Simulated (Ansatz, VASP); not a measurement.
## Two plane-wave programs on Sn

INCAR

```
PREC = Accurate ; ENCUT = 520
EDIFF = 1E-6 ; ISMEAR = 0
SIGMA = 0.15 ; LREAL = False
LASPH = True ; NELM = 100
ALGO = Fast ; ISIF = 2
LWAVE = False ; LCHARG = False
GGA = PS ; NBANDS = 13
```

KPOINTS

```
regular mesh
0
Gamma
  22 22 22
```

POSCAR

```
Sn
1.0
   -1.7787752712      1.7787752712      1.9192048979
    1.7787752712     -1.7787752712      1.9192048979
    1.7787752712      1.7787752712     -1.9192048979
Sn
1
Direct
    0.0000000000      0.0000000000      0.0000000000
```

Input for Ansatz:

```yaml
crystal:
  lattice:
    - [-1.7787752712, 1.7787752712, 1.9192048979]
    - [1.7787752712, -1.7787752712, 1.9192048979]
    - [1.7787752712, 1.7787752712, -1.9192048979]
  atoms:
    - { symbol: Sn, position: [0.0, 0.0, 0.0] }
basis:
  ecutwfc: 420
kpoints:
  mp_grid: { grid: [22, 22, 22] }
hamiltonian:
  xc: pbesol
scf:
  occupations: { method: gaussian, width: 0.15 }
output:
  forces: true
  stress: true
  eigenvalues: true
```

Change from the starting cell: strain -0.050 along x and y, +0.025 along z, atoms carried along.

Alike in both runs: task single point; functional PBEsol; k mesh 22 × 22 × 22; occupations gaussian, width 0.15 eV; no spin polarisation.

```csv
,VASP,Ansatz
version,VASP 6.6.1,Ansatz 0.2.0
potentials or method,"VASP PAW PBE potentials, release 64 (Sn_d), cutoff 520 eV","scalar-relativistic, plane waves, PAW"
valence electrons in the cell,14,14
```

|  | VASP | Ansatz | Ansatz less VASP |
| --- | --- | --- | --- |
| gap on the k mesh at the Fermi level (eV) | none | none | - |
| pressure (GPa) | 5.0 | 5.0 | +0.02 |
| traceless stress, the component that is largest in VASP (GPa) | 0.05 | 0.05 | +0.001 |

VASP's potentials were made for PBE, not for PBEsol. A gap of «none» marks a metal or a gap that the smearing closes.
